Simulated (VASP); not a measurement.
# Ga (R-3m) in VASP: notebook, part 2 of 2

VASP 6.6.1. The steps go on from the part before.

## Step 4: Single point, PBEsol

This run uses another cell than the first one, of 20.41 Å³/atom, 0.953 times its volume.

The input, INCAR:

```
SYSTEM = Ga
PREC = Accurate
ENCUT = 520
EDIFF = 1E-6
ISMEAR = 0
SIGMA = 0.1
LREAL = .FALSE.
LASPH = .TRUE.
NELM = 100
ALGO = Normal
ISIF = 2
LWAVE = .FALSE.
LCHARG = .FALSE.
GGA = PS
NBANDS = 90
```

The input, KPOINTS:

```
Automatic mesh
0
G
  3 3 3
  0 0 0
```

The input, POSCAR:

```
Ga
1.0
    3.4609644385      1.9981887503      5.9023362359
   -3.4609644385      1.9981887503      5.9023362359
    0.0000000000     -3.9963775004      5.9023362359
Ga
12
Direct
    0.0101900000      0.6536100000      0.0101900000
    0.0101900000      0.0101900000      0.6536100000
    0.6536100000      0.0101900000      0.0101900000
    0.9898100000      0.3463900000      0.9898100000
    0.3463900000      0.9898100000      0.9898100000
    0.9898100000      0.9898100000      0.3463900000
    0.2211800000      0.6306000000      0.2211800000
    0.2211800000      0.2211800000      0.6306000000
    0.6306000000      0.2211800000      0.2211800000
    0.7788200000      0.3694000000      0.7788200000
    0.3694000000      0.7788200000      0.7788200000
    0.7788200000      0.7788200000      0.3694000000
```

Potentials or basis: VASP PAW PBE potentials, release 64 (Ga_d).

Launch:

```sh
$ cat potpaw_PBE.64/Ga_d/POTCAR > POTCAR
$ mpirun -np 1 vasp_std > vasp.out
```

OUTCAR:

```text
SYSTEM = Ga
   PREC = Accurate
   ENCUT = 520
   EDIFF = 1E-6
   ISMEAR = 0
   LREAL = .FALSE.
   LASPH = .TRUE.
   NELM = 100
   ISIF = 2
   GGA = PS

 ion  position               nearest neighbor table
   1  0.010  0.654  0.010-   4 2.35   3 2.47   2 2.47   7 2.53  12 2.54  11 2.54
   2  0.010  0.010  0.654-   6 2.35   3 2.47   1 2.47   8 2.53  10 2.54  11 2.54
   3  0.654  0.010  0.010-   5 2.35   1 2.47   2 2.47   9 2.53  12 2.54  10 2.54
   4  0.990  0.346  0.990-   1 2.35   5 2.47   6 2.47  10 2.53   8 2.54   9 2.54
   5  0.346  0.990  0.990-   3 2.35   4 2.47   6 2.47  11 2.53   8 2.54   7 2.54
   6  0.990  0.990  0.346-   2 2.35   4 2.47   5 2.47  12 2.53   9 2.54   7 2.54
   7  0.221  0.631  0.221-  11 2.51  12 2.51   1 2.53   6 2.54   5 2.54   9 2.83   8 2.83
   8  0.221  0.221  0.631-  10 2.51  11 2.51   2 2.53   4 2.54   5 2.54   7 2.83   9 2.83
   9  0.631  0.221  0.221-  10 2.51  12 2.51   3 2.53   6 2.54   4 2.54   7 2.83   8 2.83
  10  0.779  0.369  0.779-   9 2.51   8 2.51   4 2.53   2 2.54   3 2.54  11 2.83  12 2.83
  11  0.369  0.779  0.779-   7 2.51   8 2.51   5 2.53   2 2.54   1 2.54  10 2.83  12 2.83
  12  0.779  0.779  0.369-   7 2.51   9 2.51   6 2.53   3 2.54   1 2.54  10 2.83  11 2.83

  LATTYP: Found a trigonal (rhomboedric) cell.
 ALAT       =     7.1280155842
 COS(alpha) =     0.5284942553

  Lattice vectors:

 A1 = (   3.4609644385,   1.9981887503,   5.9023362359)
 A2 = (  -3.4609644385,   1.9981887503,   5.9023362359)
 A3 = (   0.0000000000,  -3.9963775004,   5.9023362359)

Analysis of symmetry for initial positions (statically):
=====================================================================
 Subroutine PRICEL returns:
 Original cell was already a primitive cell.

 Routine SETGRP: Setting up the symmetry group for a
 trigonal (rhombohedral) supercell.

 Subroutine GETGRP returns: Found 12 space group operations
 (whereof 12 operations were pure point group operations)
 out of a pool of 12 trial point group operations.

The static configuration has the point symmetry D_3d.

Analysis of symmetry for dynamics (positions and initial velocities):
[... 146 lines left out ...]
  volume of cell :      244.91
 maximum number of plane-waves:      6617
 NGX is ok and might be reduce to    54
   NGX = 27   NGY = 27   NGZ = 27

 number of electron     155.9999975 magnetization

 Free energy of the ion-electron system (eV)
  ---------------------------------------------------
  ext. energy  EPLUGINS =         0.00000000
  ---------------------------------------------------
  free energy    TOTEN  =       -38.57716516 eV

  energy without entropy =      -38.56422084  energy(sigma->0) =      -38.57069300

 E-fermi :   4.2468     XC(G=0): -10.3378

 val. band max:        4.0031972733   @ k =   0.0000   0.0000   0.0000
 cond. band min:       4.2475530902   @ k =   0.3333   0.0000   0.0000
 fundamental gap:      0.2443558170
 Fermi energy:         4.2467997741

 k-point     1 :       0.0000    0.0000    0.0000
  band No.  band energies     occupation
      1     -11.0496      2.00000
      2     -10.9760      2.00000
      3     -10.9737      2.00000
      4     -10.9737      2.00000
      5     -10.9473      2.00000
      6     -10.9473      2.00000
[... 547 lines left out ...]
     89       8.4870      0.00000
     90       9.1595      0.00000

------------------------ aborting loop because EDIFF is reached ----------------------------------------

  FORCE on cell =-STRESS in cart. coord.  units (eV):
  Direction    XX          YY          ZZ          XY          YZ          ZX
  --------------------------------------------------------------------------------------
  -------------------------------------------------------------------------------------
  Total        8.7349160      8.7349160     10.5056874      0.0000000      0.0000000      0.0000000
  in kB       57.1426626     57.1426626     68.7268143      0.0000000      0.0000000      0.0000000
  external PRESSURE =      61.0040465 kB  Pullay stress =       0.0000000 kB

 VOLUME and BASIS-vectors are now :
 -----------------------------------------------------------------------------
  energy-cutoff  :      520.00
  volume of cell :      244.91
      direct lattice vectors                 reciprocal lattice vectors
     3.460964439  1.998188750  5.902336236     0.144468401  0.083408870  0.056474813
    -3.460964439  1.998188750  5.902336236    -0.144468401  0.083408870  0.056474813
     0.000000000 -3.996377500  5.902336236     0.000000000 -0.166817741  0.056474813

 POSITION                                       TOTAL-FORCE (eV/Angst)
 -----------------------------------------------------------------------------------
     -2.22685      1.28567      3.97812         0.678134     -0.391521     -0.371116
      0.00000     -2.57135      3.97812         0.000000      0.783041     -0.371116
      2.22685      1.28567      3.97812        -0.678134     -0.391521     -0.371116
      2.22685     -1.28567     13.72889        -0.678134      0.391521      0.371116
     -2.22685     -1.28567     13.72889         0.678134      0.391521      0.371116
      0.00000      2.57135     13.72889         0.000000     -0.783041      0.371116
     -1.41699      0.81810      6.33297         1.312515     -0.757781      0.404649
      0.00000     -1.63620      6.33297         0.000000      1.515562      0.404649
      1.41699      0.81810      6.33297        -1.312515     -0.757781      0.404649
      1.41699     -0.81810     11.37404        -1.312515      0.757781     -0.404649
     -1.41699     -0.81810     11.37404         1.312515      0.757781     -0.404649
      0.00000      1.63620     11.37404         0.000000     -1.515562     -0.404649
 -----------------------------------------------------------------------------------
    total drift:                               -0.000000      0.000000      0.000000

  FREE ENERGIE OF THE ION-ELECTRON SYSTEM (eV)
  ---------------------------------------------------
  free  energy   TOTEN  =       -38.5771651582 eV

  energy  without entropy=      -38.5642208378  energy(sigma->0) =      -38.57069300
```

OSZICAR:

```text
N       E                     dE             d eps       ncg     rms          rms(c)
DAV:   1     0.172111992583E+04    0.17211E+04   -0.71102E+04  1112   0.328E+03
DAV:   2     0.296147446013E+03   -0.14250E+04   -0.13958E+04  1080   0.814E+02
DAV:   3    -0.143164229918E+02   -0.31046E+03   -0.29877E+03  1210   0.243E+02
DAV:   4    -0.386061203135E+02   -0.24290E+02   -0.23543E+02  1184   0.699E+01
DAV:   5    -0.398335373454E+02   -0.12274E+01   -0.12213E+01  1304   0.165E+01    0.606E+00
DAV:   6    -0.387046725362E+02    0.11289E+01   -0.15422E+00  1328   0.213E+01    0.319E+00
DAV:   7    -0.385950325260E+02    0.10964E+00   -0.27548E+00  1240   0.152E+01    0.103E+00
DAV:   8    -0.385809903547E+02    0.14042E-01   -0.50172E-01  1200   0.139E+01    0.552E-01
DAV:   9    -0.385780774940E+02    0.29129E-02   -0.18710E-01  1232   0.371E+00    0.324E-01
DAV:  10    -0.385768049732E+02    0.12725E-02   -0.49055E-02  1200   0.214E+00    0.131E-01
DAV:  11    -0.385766203698E+02    0.18460E-03   -0.10341E-02  1328   0.165E+00    0.642E-02
DAV:  12    -0.385772398980E+02   -0.61953E-03   -0.41322E-03  1280   0.358E-01    0.374E-02
DAV:  13    -0.385771482360E+02    0.91662E-04   -0.77298E-04  1288   0.193E-01    0.121E-02
DAV:  14    -0.385771631546E+02   -0.14919E-04   -0.15266E-04  1168   0.253E-01    0.677E-03
DAV:  15    -0.385771649442E+02   -0.17896E-05   -0.47641E-05  1280   0.112E-01    0.431E-03
DAV:  16    -0.385771665333E+02   -0.15891E-05   -0.21462E-05  1616   0.251E-02    0.507E-03
DAV:  17    -0.385771651583E+02    0.13750E-05   -0.15926E-05  1232   0.519E-02    0.235E-03
DAV:  18    -0.385771651582E+02    0.13097E-09   -0.51498E-06   960   0.334E-02
   1 F= -.38577165E+02 E0= -.38570693E+02  d E =-.129443E-01
```

It took 2.3 min on 1 thread of Intel Xeon 6975P-C (Granite Rapids), shared host; peak memory 0.41 GiB.

Results:

```
Free energy            : -38.5772 eV
Pressure               : 6.1 GPa
Largest force          : 1.569 eV/Å
Band gap on the k mesh : zero (band 78 reaches 4.97 eV, above the bottom of band 79 at 3.88 eV)
```

Forces in eV/Å, atoms in the order of the input:
```
Ga   0.678 -0.392 -0.371
Ga   0.000  0.783 -0.371
Ga  -0.678 -0.392 -0.371
Ga  -0.678  0.392  0.371
Ga   0.678  0.392  0.371
Ga   0.000 -0.783  0.371
Ga   1.313 -0.758  0.405
Ga   0.000  1.516  0.405
Ga  -1.313 -0.758  0.405
Ga  -1.313  0.758 -0.405
Ga   1.313  0.758 -0.405
Ga   0.000 -1.516 -0.405
```

Levels at points of the mesh, in eV from the Fermi level:
```tsv
k point	band 75	band 76	band 77	band 78	band 79	band 80
(0.00, 0.00, 0.00)	-0.27	-0.27	-0.24	0.52	0.88	0.88
```

Caveat: the k points lie up to 0.37 Å⁻¹ apart; the PAW data sets were made with another functional, which shifts forces and pressure a little.

## Step 5: Summary

| task | cell | cutoff (eV) | gap on the mesh (eV) | pressure (GPa) | largest force (eV/Å) |
| --- | --- | --- | --- | --- | --- |
| single point | a = 7.305 Å, angles 57.1°, 12 atoms | 520 | none | 0.1 | 0.01 |
| relaxation of cell and atoms | relaxed from a = 7.128 Å, angles 58.1°, 12 atoms | 600 | none | -0.1 | 0.04 |
| single point | a = 7.128 Å, angles 58.1°, 12 atoms | 520 | none | 6.1 | 1.57 |

Alike in all rows: level PBEsol; potentials or basis VASP PAW PBE potentials, release 64 (Ga_d); no spin polarisation; k mesh 3 × 3 × 3; smearing gaussian 0.1 eV.

Caveats: all runs use coarse meshes; the PAW data sets were made with another functional, which shifts forces and pressure a little.

Absolute energies hang on the potentials; compare differences alone.
